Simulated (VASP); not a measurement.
# P (Fd-3m) in VASP: notebook, part 2 of 2

VASP 6.6.1. The steps go on from the part before.

## Step 6: Single point, LDA (volume scaled by 0.76)

Contents of INCAR:

```
SYSTEM = P
PREC     = Accurate       ! precision mode
ENCUT    = 520            ! plane-wave cutoff, eV
EDIFF    = 1E-6           ! SCF threshold, eV
ISMEAR   = -1             ! smearing method
SIGMA    = 0.1            ! smearing width, eV
LREAL    = .FALSE.        ! projectors in reciprocal space
LASPH    = .TRUE.         ! aspherical terms in the spheres
NELM     = 100            ! most SCF steps
ALGO     = Normal         ! electronic algorithm
ISIF     = 2              ! what is computed and relaxed
LWAVE    = .FALSE.        ! write WAVECAR
LCHARG   = .TRUE.         ! write CHGCAR
LELF     = .TRUE.         ! ELF
LVHAR    = .TRUE.       
NBANDS   = 12             ! bands
```

Contents of KPOINTS:

```
regular mesh
0
G
  12 12 12
  0 0 0
```

Contents of POSCAR:

```
P
1.0
    0.0000000000      2.4417086572      2.4417086572
    2.4417086572      0.0000000000      2.4417086572
    2.4417086572      2.4417086572      0.0000000000
P
2
Direct
   -0.1250000000     -0.1250000000     -0.1250000000
    0.1250000000      0.1250000000      0.1250000000
```

Potentials or basis: VASP PAW LDA potentials, release 64 (P).

Run with:

```console
$ cat potpaw_LDA.64/P/POTCAR > POTCAR
$ mpirun -np 1 vasp_std > vasp.out
```

OUTCAR:

```text
SYSTEM = P
   PREC = Accurate
   ENCUT = 520
   EDIFF = 1E-6
   ISMEAR = -1
   LREAL = .FALSE.
   LASPH = .TRUE.
   NELM = 100
   ISIF = 2

 ion  position               nearest neighbor table
   1  0.875  0.875  0.875-   2 2.11   2 2.11   2 2.11   2 2.11
   2  0.125  0.125  0.125-   1 2.11   1 2.11   1 2.11   1 2.11

  LATTYP: Found a face centered cubic cell.
 ALAT       =     4.8834173144

  Lattice vectors:

 A1 = (   0.0000000000,   2.4417086572,   2.4417086572)
 A2 = (   2.4417086572,   0.0000000000,   2.4417086572)
 A3 = (   2.4417086572,   2.4417086572,   0.0000000000)

Analysis of symmetry for initial positions (statically):
=====================================================================
 Subroutine PRICEL returns:
 Original cell was already a primitive cell.

 Routine SETGRP: Setting up the symmetry group for a
 face centered cubic supercell.

 Subroutine GETGRP returns: Found 48 space group operations
 (whereof 12 operations were pure point group operations)
 out of a pool of 48 trial point group operations.

The static configuration has the point symmetry D_3d.
 The point group associated with its full space group is O_h .

Analysis of symmetry for dynamics (positions and initial velocities):
=====================================================================
 Subroutine PRICEL returns:
 Original cell was already a primitive cell.

 Routine SETGRP: Setting up the symmetry group for a
 face centered cubic supercell.

 Subroutine GETGRP returns: Found 48 space group operations
 (whereof 12 operations were pure point group operations)
 out of a pool of 48 trial point group operations.

The dynamic configuration has the point symmetry D_3d.
 The point group associated with its full space group is O_h .

 Subroutine INISYM returns: Found 48 space group operations
 (whereof 12 operations are pure point group operations),
 and found     1 'primitive' translations

----------------------------------------------------------------------------------------

[... 122 lines left out ...]
   LRPA    =     F    only Hartree local field effects (RPA)
 non-spin polarized calculation
  energy-cutoff  :      520.00
  volume of cell :       29.11
 maximum number of plane-waves:       817
 NGX is ok and might be reduce to    28
   NGX = 13   NGY = 13   NGZ = 13

 number of electron      10.0000000 magnetization

 number of electron       9.9999999 magnetization

 Free energy of the ion-electron system (eV)
  ---------------------------------------------------
  ext. energy  EPLUGINS =         0.00000000
  ---------------------------------------------------
  free energy    TOTEN  =       -10.47191044 eV

  energy without entropy =      -10.43974817  energy(sigma->0) =      -10.45582931

 E-fermi :  10.2485     XC(G=0): -11.1935

 val. band max:       10.2296920312   @ k =   0.5000   0.3333   0.1667
 cond. band min:      10.2714823823   @ k =  -0.1667   0.1667   0.0000
 fundamental gap:      0.0417903510
 Fermi energy:        10.2484638544

 k-point     1 :       0.0000    0.0000    0.0000
  band No.  band energies     occupation
      1      -7.9632      2.00000
      2       6.2214      2.00000
      3       6.2214      2.00000
      4       6.2214      2.00000
      5       9.7937      1.97904
      6       9.7937      1.97904
      7       9.7937      1.97904
      8      10.1944      1.26414
      9      16.5127      0.00000
     10      16.5127      0.00000
     11      16.9783      0.00000
     12      21.0899      0.00000
[... 331 lines left out ...]
 k-point    24 :      -0.4167    0.1667    0.0000
  band No.  band energies     occupation
      1      -4.9114      2.00000
      2      -1.6684      2.00000
      3       2.8903      2.00000
      4       4.4409      2.00000
      5       9.4639      1.99922
      6      11.6004      0.00000
      7      12.1459      0.00000
      8      16.3888      0.00000
      9      17.0495      0.00000
     10      17.6268      0.00000
     11      20.9051      0.00000
     12      23.2646      0.00000

 [... further k-points ...]

------------------------ aborting loop because EDIFF is reached ----------------------------------------

  FORCE on cell =-STRESS in cart. coord.  units (eV):
  Direction    XX          YY          ZZ          XY          YZ          ZX
  --------------------------------------------------------------------------------------
  -------------------------------------------------------------------------------------
  Total        4.3212390      4.3212390      4.3212390     -0.0000000      0.0000000      0.0000000
  in kB      237.7975350    237.7975350    237.7975350     -0.0000000      0.0000000      0.0000000
  external PRESSURE =     237.7975350 kB  Pullay stress =       0.0000000 kB

 VOLUME and BASIS-vectors are now :
 -----------------------------------------------------------------------------
  energy-cutoff  :      520.00
  volume of cell :       29.11
      direct lattice vectors                 reciprocal lattice vectors
     0.000000000  2.441708657  2.441708657    -0.204774635  0.204774635  0.204774635
     2.441708657  0.000000000  2.441708657     0.204774635 -0.204774635  0.204774635
     2.441708657  2.441708657  0.000000000     0.204774635  0.204774635 -0.204774635

 POSITION                                       TOTAL-FORCE (eV/Angst)
 -----------------------------------------------------------------------------------
      4.27299      4.27299      4.27299        -0.000000     -0.000000     -0.000000
      0.61043      0.61043      0.61043         0.000000      0.000000      0.000000
 -----------------------------------------------------------------------------------
    total drift:                               -0.000000     -0.000000     -0.000000

  FREE ENERGIE OF THE ION-ELECTRON SYSTEM (eV)
  ---------------------------------------------------
  free  energy   TOTEN  =       -10.4719104365 eV

  energy  without entropy=      -10.4397481750  energy(sigma->0) =      -10.45582931
```

It took 13 s on 1 thread of Intel Xeon Platinum 8488C (Sapphire Rapids), shared host; peak memory 0.14 GiB.

What came out:

```yaml
Free_energy: -10.4719 eV
Pressure: 23.8 GPa
Band_gap_on_the_k_mesh: zero (band 5 reaches 12.07 eV, above the bottom of band 6 at 7.90 eV)
```

Levels at points of the mesh, in eV from the Fermi level:
```tsv
k point	band 2	band 3	band 4	band 5	band 6	band 7	band 8	band 9
(0.00, 0.00, 0.00)	-4.03	-4.03	-4.03	-0.45	-0.45	-0.45	-0.05	6.26
(0.50, 0.00, 0.00)	-12.11	-5.39	-5.39	-1.79	0.70	0.70	6.43	9.56
(0.50, 0.50, 0.00)	-13.31	-7.22	-7.22	-2.35	-2.35	8.15	8.15	9.90
```

## Step 7: The runs side by side

| cell | gap on the mesh (eV) | pressure (GPa) |
| --- | --- | --- |
| a = 3.191 Å, angles 60.0°, 2 atoms | none | 87.9 |
| a = 3.327 Å, angles 60.0°, 2 atoms | none | 46.8 |
| a = 3.453 Å, angles 60.0°, 2 atoms | none | 23.8 |

Alike in all rows: task single point; level LDA; potentials or basis VASP PAW LDA potentials, release 64 (P); no spin polarisation; k mesh 12 × 12 × 12; cutoff (eV) 520; smearing fermi-dirac 0.1 eV.

Absolute energies hang on the potentials; compare differences alone.
